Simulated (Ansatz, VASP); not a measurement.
**One calculation of WSe2, two programs**

The input INCAR:

```
  ALGO = Normal
  EDIFF = 1E-8
  ENCUT = 520
  GGA = PE
  ISIF = 2
  ISMEAR = -1
  LASPH = T
  LCHARG = F
  LEFG = T
  LREAL = F
  LWAVE = F
  NBANDS = 35
  NELM = 100
  PREC = Accurate
  SIGMA = 0.08
```

KPOINTS

```
k-points
0
Gamma
  11 11 3
```

POSCAR

```
WSe2
1.0
    3.3886984040      0.0000000000      0.0000000000
   -1.6943492020      2.9346989036      0.0000000000
    0.0000000000      0.0000000000     12.9700000000
W Se
2 4
Direct
    0.3333333333      0.6666666667      0.2500000000
    0.6666666667      0.3333333333      0.7500000000
    0.3333333333      0.6666666667      0.6210000000
    0.6666666667      0.3333333333      0.1210000000
    0.3333333333      0.6666666667      0.8790000000
    0.6666666667      0.3333333333      0.3790000000
```

Input for Ansatz:

```yaml
crystal:
  lattice:
    - [3.388698404, 0.0, 0.0]
    - [-1.694349202, 2.9346989036, 0.0]
    - [0.0, 0.0, 12.97]
  atoms:
    - { symbol: W, position: [0.3333333333, 0.6666666667, 0.25] }
    - { symbol: W, position: [0.6666666667, 0.3333333333, 0.75] }
    - { symbol: Se, position: [0.3333333333, 0.6666666667, 0.621] }
    - { symbol: Se, position: [0.6666666667, 0.3333333333, 0.121] }
    - { symbol: Se, position: [0.3333333333, 0.6666666667, 0.879] }
    - { symbol: Se, position: [0.6666666667, 0.3333333333, 0.379] }
kpoints:
  mp_grid: { grid: [11, 11, 3] }
scf:
  occupations: { method: fermi_dirac, width: 0.08 }
hamiltonian:
  xc: pbe
  pseudopotentials: { kind: all_electron, datasets: crystal }
output:
  forces: true
  stress: true
  eigenvalues: true
  efg: { contact_densities: true }
```

Change from the starting cell: equal xx and yy strain of +3 %, crystal datasets.

Alike in both runs: task electric field gradients; functional PBE; k mesh 11 × 11 × 3; occupations fermi-dirac, width 0.08 eV; no spin polarisation.

|  | VASP | Ansatz |
| --- | --- | --- |
| version | VASP 6.6.1 | Ansatz 0.2.0 |
| potentials or method | VASP PAW PBE potentials, release 64 (W_sv, Se), cutoff 520 eV | all-electron PAW with datasets made for the crystal, scalar-relativistic |

VASP gave:

```
pressure (GPa)                                                : -3.3
traceless stress, the component that is largest in VASP (GPa) : 2.54
rms of the force components (eV/Å)                            : 0.179
size of Vzz on the site where it differs most (V/Å²)          : 157.5
```

Problem. Which values does Ansatz return?

Solution. Pressure (GPa): -3.5; traceless stress, the component that is largest in VASP (GPa): 2.47; rms of the force components (eV/Å): 0.195; size of Vzz on the site where it differs most (V/Å²): 177.8.

Atom by atom the forces differ by 0.016 eV/Å (rms over components). Ansatz ran all-electron here, and VASP with PAW potentials.

Spin-orbit coupling is off throughout.
